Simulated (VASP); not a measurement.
# In (Im-3m) in VASP: settings compared

The runs below take In through single point, with PBEsol, PBE0.

Program: VASP 6.6.1. These are calculated values, not measurements. Logs are shortened: lines on timing, memory, paths and dates and some standing lists are left out, and cuts for length are marked.

**1. The cell of the first run**

The structure is cubic, space group Im-3m (No. 229). The conventional cell has a = 3.721 Å, b = 3.721 Å, c = 3.721 Å, α = 90.00°, β = 90.00°, γ = 90.00°. Within 4.2 Å of In (site symmetry m-3m) lie 14 In at 3.22 to 3.72 Å.

**2. Single point, PBEsol**

INCAR

```
PREC     = Accurate       # precision mode
ENCUT    = 520            # plane-wave cutoff, eV
EDIFF    = 1E-6           # SCF threshold, eV
ISMEAR   = -1             # smearing method
SIGMA    = 0.05           # smearing width, eV
LREAL    = F              # projectors in reciprocal space
LASPH    = T              # aspherical terms in the spheres
NELM     = 100            # most SCF steps
ALGO     = Normal         # electronic algorithm
ISIF     = 2              # what is computed and relaxed
LWAVE    = F              # write WAVECAR
LCHARG   = T              # write CHGCAR
GGA      = PS             # functional
LELF     = T              # ELF
LVHAR    = T            
NBANDS   = 12             # bands
```

KPOINTS

```
regular mesh
0
Gamma
  10 10 10
```

POSCAR

```
In
1.0
   -1.8604993917      1.8604993917      1.8604993917
    1.8604993917     -1.8604993917      1.8604993917
    1.8604993917      1.8604993917     -1.8604993917
In
1
Direct
    0.0000000000      0.0000000000      0.0000000000
```

Potentials or basis: VASP PAW PBE potentials, release 64 (In_d).

Run with:

```
$ cat potpaw_PBE.64/In_d/POTCAR > POTCAR
$ mpirun -np 1 vasp_std > vasp.out
```

OUTCAR:

```text
PREC = Accurate
   ENCUT = 520
   EDIFF = 1E-6
   ISMEAR = -1
   LREAL = F
   LASPH = T
   NELM = 100
   ISIF = 2
   GGA = PS

 ion  position               nearest neighbor table
   1  0.000  0.000  0.000-

  LATTYP: Found a body centered cubic cell.
 ALAT       =     3.7209987834

  Lattice vectors:

 A1 = (  -1.8604993917,   1.8604993917,   1.8604993917)
 A2 = (   1.8604993917,  -1.8604993917,   1.8604993917)
 A3 = (   1.8604993917,   1.8604993917,  -1.8604993917)

Analysis of symmetry for initial positions (statically):
=====================================================================
 Subroutine PRICEL returns:
 Original cell was already a primitive cell.

 Routine SETGRP: Setting up the symmetry group for a
 body centered cubic supercell.

 Subroutine GETGRP returns: Found 48 space group operations
 (whereof 48 operations were pure point group operations)
 out of a pool of 48 trial point group operations.

The static configuration has the point symmetry O_h .

Analysis of symmetry for dynamics (positions and initial velocities):
=====================================================================
 Subroutine PRICEL returns:
 Original cell was already a primitive cell.

 Routine SETGRP: Setting up the symmetry group for a
 body centered cubic supercell.

 Subroutine GETGRP returns: Found 48 space group operations
 (whereof 48 operations were pure point group operations)
 out of a pool of 48 trial point group operations.

The dynamic configuration has the point symmetry O_h .

 Subroutine INISYM returns: Found 48 space group operations
 (whereof 48 operations are pure point group operations),
 and found     1 'primitive' translations

----------------------------------------------------------------------------------------

                                     Primitive cell

  volume of cell :      25.7602

  direct lattice vectors                    reciprocal lattice vectors
    -1.860499392  1.860499392  1.860499392     0.000000000  0.268745049  0.268745049
     1.860499392 -1.860499392  1.860499392     0.268745049  0.000000000  0.268745049
     1.860499392  1.860499392 -1.860499392     0.268745049  0.268745049  0.000000000

  length of vectors
     3.222479474  3.222479474  3.222479474     0.380062893  0.380062893  0.380062893

  position of ions in fractional coordinates (direct lattice)
     0.000000000  0.000000000  0.000000000

  ion indices of the primitive-cell ions
   primitive index   ion index
                 1           1

----------------------------------------------------------------------------------------

 KPOINTS: regular mesh

Automatic generation of k-mesh.
 Grid dimensions read from file:
 generate k-points for:   10   10   10

 Generating k-lattice:

  Cartesian coordinates                     Fractional coordinates (reciprocal lattice)
     0.000000000  0.026874505  0.026874505     0.100000000  0.000000000  0.000000000
     0.026874505  0.000000000  0.026874505     0.000000000  0.100000000  0.000000000
     0.026874505  0.026874505  0.000000000     0.000000000  0.000000000  0.100000000

  Length of vectors
     0.038006289  0.038006289  0.038006289

  Shift w.r.t. Gamma in fractional coordinates (k-lattice)
     0.000000000  0.000000000  0.000000000

 Subroutine IBZKPT returns following result:
 ===========================================

 Found     47 irreducible k-points:

 Following reciprocal coordinates:
            Coordinates               Weight
  0.000000  0.000000  0.000000      1.000000
  0.100000  0.000000  0.000000     12.000000
  0.200000  0.000000  0.000000     12.000000
  0.300000  0.000000  0.000000     12.000000
  0.400000  0.000000  0.000000     12.000000
  0.500000  0.000000  0.000000      6.000000
[... 16 lines left out ...]
  0.300000  0.300000  0.100000      8.000000
 -0.300000  0.300000  0.100000     24.000000
 [... further k-points ...]
   k-points           NKPTS =     47   k-points in BZ     NKDIM =     47   number of bands    NBANDS=     12
   number of dos      NEDOS =    301   number of ions     NIONS =      1
   total plane-waves  NPLWV =  13824
   dimension x,y,z NGX =    24 NGY =   24 NGZ =   24
   dimension x,y,z NGXF=    48 NGYF=   48 NGZF=   48
   ions per type =               1
   NGX,Y,Z   is equivalent  to a cutoff of  12.38, 12.38, 12.38 a.u.
   NGXF,Y,Z  is equivalent  to a cutoff of  24.76, 24.76, 24.76 a.u.
 SYSTEM =  unknown system
   PREC   = accura    normal or accurate (medium, high low for compatibility)
   ISTART =      0    job   : 0-new  1-cont  2-samecut
   ICHARG =      2    charge: 1-file 2-atom 10-const
   ISPIN  =      1    spin polarized calculation?
   LNONCOLLINEAR =      F non collinear calculations
   LSORBIT =      F    spin-orbit coupling
   LASPH  =      T    aspherical Exc in radial PAW
   ENCUT  =  520.0 eV  38.22 Ry    6.18 a.u.   5.99  5.99  5.99*2*pi/ulx,y,z
   NELM   =    100;   NELMIN=  2; NELMDL= -5     # of ELM steps
   EDIFF  = 0.1E-05   stopping-criterion for ELM
   LREAL  =      F    real-space projection
   EDIFFG = 0.1E-04   stopping-criterion for IOM
   NSW    =      0    number of steps for IOM
   IBRION =     -1    ionic relax: 0-MD 1-quasi-New 2-CG
   NFREE  =      0    steps in history (QN), initial steepest desc. (CG)
   ISIF   =      2    stress and relaxation
   ISYM   =      2    0-nonsym 1-usesym 2-fastsym
   POTIM  = 0.5000    time-step for ionic-motion
   TEBEG  =    0.0;   TEEND  =   0.0 temperature during run
   PSTRESS=    0.0 pullay stress
   NELECT =      13.0000    total number of electrons
   NUPDOWN=      -1.0000    fix difference up-down
   EMIN   =  10.00;   EMAX   =-10.00  energy-range for DOS
   EFERMI =   0.00;   METHOD = LEGACY
   ISMEAR =    -1;   SIGMA  =   0.05  broadening in eV -4-tet -1-fermi 0-gaus
   EFERMI_NEDOS =   21; number of points for ismear=-14 and -15
   IALGO  =     38    algorithm
   IMIX   =      4    mixing-type and parameters
     AMIX     =   0.40;   BMIX     =  1.00
     AMIX_MAG =   1.60;   BMIX_MAG =  1.00
  volume/ion in A,a.u.               =      25.76       173.84
  Fermi-wavevector in a.u.,A,eV,Ry     =   1.303386  2.463043 23.113786  1.698815
  Thomas-Fermi vector in A             =   2.434392
   LORBIT       =      0    0 simple, 1 ext, 2 COOP (PROOUT), +10 PAW based schemes
   GGA     = PS    functional components
   LHFCALC =     F    Hartree Fock is set to
   AEXX    =    0.0000 exact exchange contribution
   IVDW    =     0    specifies the selected vdW correction
   LEPSILON=     F    determine dielectric tensor
   LRPA    =     F    only Hartree local field effects (RPA)
 non-spin polarized calculation
  energy-cutoff  :      520.00
  volume of cell :       25.76
 maximum number of plane-waves:       706
   NGX = 11   NGY = 11   NGZ = 11

 number of electron      12.9999991 magnetization

 Free energy of the ion-electron system (eV)
  ---------------------------------------------------
  ext. energy  EPLUGINS =         0.00000000
  ---------------------------------------------------
  free energy    TOTEN  =        -2.97757541 eV

  energy without entropy =       -2.97226362  energy(sigma->0) =       -2.97491951

 E-fermi :   7.4577     XC(G=0): -10.4814

 val. band max:        7.4437151627   @ k =   0.3000   0.3000   0.0000
 cond. band min:       7.4788761977   @ k =   0.2000   0.2000   0.2000
 fundamental gap:      0.0351610350
 Fermi energy:         7.4577484969

 k-point     1 :       0.0000    0.0000    0.0000
  band No.  band energies     occupation
      1      -7.0779      2.00000
      2      -7.0779      2.00000
      3      -7.0779      2.00000
      4      -6.7855      2.00000
      5      -6.7855      2.00000
      6      -2.1353      2.00000
      7      18.7956      0.00000
      8      18.7956      0.00000
      9      18.7956      0.00000
     10      20.5872      0.00000
     11      20.5872      0.00000
     12      20.5872      0.00000

 k-point     2 :       0.1000    0.0000    0.0000
  band No.  band energies     occupation
      1      -7.0894      2.00000
      2      -7.0681      2.00000
      3      -7.0347      2.00000
      4      -6.7974      2.00000
      5      -6.7858      2.00000
      6      -1.9003      2.00000
      7      16.6188      0.00000
      8      17.7710      0.00000
      9      18.2072      0.00000
     10      19.6106      0.00000
     11      19.9033      0.00000
     12      20.4886      0.00000

 k-point     3 :       0.2000    0.0000    0.0000
  band No.  band energies     occupation
      1      -7.1193      2.00000
      2      -7.0552      2.00000
      3      -6.9197      2.00000
      4      -6.8206      2.00000
      5      -6.7866      2.00000
      6      -1.1859      2.00000
      7      13.0482      0.00000
      8      16.1243      0.00000
      9      16.9582      0.00000
     10      18.8175      0.00000
     11      18.9755      0.00000
     12      21.1001      0.00000
[... 286 lines left out ...]
 k-point    23 :       0.3000    0.3000    0.1000
  band No.  band energies     occupation
      1      -7.1241      2.00000
      2      -6.9097      2.00000
      3      -6.9097      2.00000
      4      -6.7807      2.00000
      5      -6.7807      2.00000
      6       4.9226      2.00000
      7       6.7182      2.00000
      8       6.7182      2.00000
      9      11.0464      0.00000
     10      24.0877      0.00000
     11      24.0877      0.00000
     12      24.9070      0.00000

 k-point    24 :      -0.3000    0.3000    0.1000
  band No.  band energies     occupation
      1      -7.1096      2.00000
      2      -7.0442      2.00000
      3      -6.8621      2.00000
      4      -6.8011      2.00000
      5      -6.7793      2.00000
      6       0.2586      2.00000
      7       9.8478      0.00000
      8      13.7665      0.00000
      9      14.9108      0.00000
     10      18.6152      0.00000
     11      19.5515      0.00000
     12      20.4130      0.00000

 [... further k-points ...]
[... 5 lines left out ...]
  --------------------------------------------------------------------------------------
  -------------------------------------------------------------------------------------
  Total        0.0008927      0.0008927      0.0008927     -0.0000000      0.0000000     -0.0000000
  in kB        0.0555246      0.0555246      0.0555246     -0.0000000      0.0000000     -0.0000000
  external PRESSURE =       0.0555246 kB  Pullay stress =       0.0000000 kB

 VOLUME and BASIS-vectors are now :
 -----------------------------------------------------------------------------
  energy-cutoff  :      520.00
  volume of cell :       25.76
      direct lattice vectors                 reciprocal lattice vectors
    -1.860499392  1.860499392  1.860499392     0.000000000  0.268745049  0.268745049
     1.860499392 -1.860499392  1.860499392     0.268745049  0.000000000  0.268745049
     1.860499392  1.860499392 -1.860499392     0.268745049  0.268745049  0.000000000

 POSITION                                       TOTAL-FORCE (eV/Angst)
 -----------------------------------------------------------------------------------
      0.00000      0.00000      0.00000         0.000000     -0.000000      0.000000
 -----------------------------------------------------------------------------------
    total drift:                               -0.000000      0.000000      0.000000

  FREE ENERGIE OF THE ION-ELECTRON SYSTEM (eV)
  ---------------------------------------------------
  free  energy   TOTEN  =        -2.9775754106 eV

  energy  without entropy=       -2.9722636152  energy(sigma->0) =       -2.97491951
```

Run time: 6.2 s. Hardware: 1 thread of Intel Xeon Platinum 8259CL at 2.50GHz (Skylake/Cascade Lake), shared host; peak memory 0.14 GiB.

Results:

```yaml
Free_energy: -2.9776 eV
Pressure: 0.0 GPa
```

Caveat: the PAW data sets were made with another functional, which shifts forces and pressure a little; spin-orbit coupling is left out, which moves the levels of the heavy elements.

**3. Single point, PBE0**

This run uses another cell than the first one, of 25.08 Å³/atom, 0.974 times its volume.

POSCAR

```
In
1.0
   -1.8440955744      1.8440955744      1.8440955744
    1.8440955744     -1.8440955744      1.8440955744
    1.8440955744      1.8440955744     -1.8440955744
In
1
Direct
    0.0000000000      0.0000000000      0.0000000000
```

INCAR.step1

```
SYSTEM = In
PREC = Accurate
ENCUT = 520
EDIFF = 1E-5
ISMEAR = -1
SIGMA = 0.05
LREAL = .False.
LASPH = .True.
NELM = 80
ALGO = Normal
ISIF = 2
LWAVE = .True.
LCHARG = .False.
GGA = PE
NBANDS = 12
```

INCAR.step2

```
SYSTEM = In
PREC = Accurate
ENCUT = 520
EDIFF = 1E-6
ISMEAR = -1
SIGMA = 0.05
LREAL = .False.
LASPH = .True.
NELM = 80
ALGO = Normal
ISIF = 2
LWAVE = .False.
LCHARG = .False.
GGA = PE
LHFCALC = .True.
AEXX = 0.25
PRECFOCK = Normal
ISTART = 1
NBANDS = 12
```

KPOINTS

```
regular mesh
0
Gamma
  6 6 6
  0 0 0
```

Potentials or basis: VASP PAW PBE potentials, release 64 (In_d).

Run with:

```
$ cat potpaw_PBE.64/In_d/POTCAR > POTCAR
$ cp INCAR.step1 INCAR
$ mpirun -np 1 vasp_std > vasp.out
$ cp INCAR.step2 INCAR
$ mpirun -np 1 vasp_std > vasp.out
```

Run time: 11 min. Hardware: 1 thread of Intel Xeon Platinum 8259CL at 2.50GHz (Skylake/Cascade Lake), shared host; peak memory 0.15 GiB.

The run converged. Its results:

```
Free energy : -3.2161 eV
Pressure    : 2.2 GPa
```

Levels at points of the mesh, in eV from the Fermi level:
```tsv
k point	band 2	band 3	band 4	band 5	band 6	band 7	band 8	band 9	band 10	band 11
(0.00, 0.00, 0.00)	-17.35	-17.35	-17.04	-17.04	-11.71	12.94	12.94	12.94	14.18	14.18
(0.50, 0.00, 0.00)	-17.41	-17.05	-17.04	-16.84	-4.91	-4.39	7.08	8.44	11.24	11.53
(0.50, 0.50, 0.50)	-17.49	-16.88	-16.88	-16.88	1.59	1.59	1.59	1.96	5.87	5.87
```

Caveat: the k points lie up to 0.40 Å⁻¹ apart; the PAW data sets were made with another functional, which shifts forces and pressure a little; spin-orbit coupling is left out, which moves the levels of the heavy elements.

(Continued in part 2 of 2.)
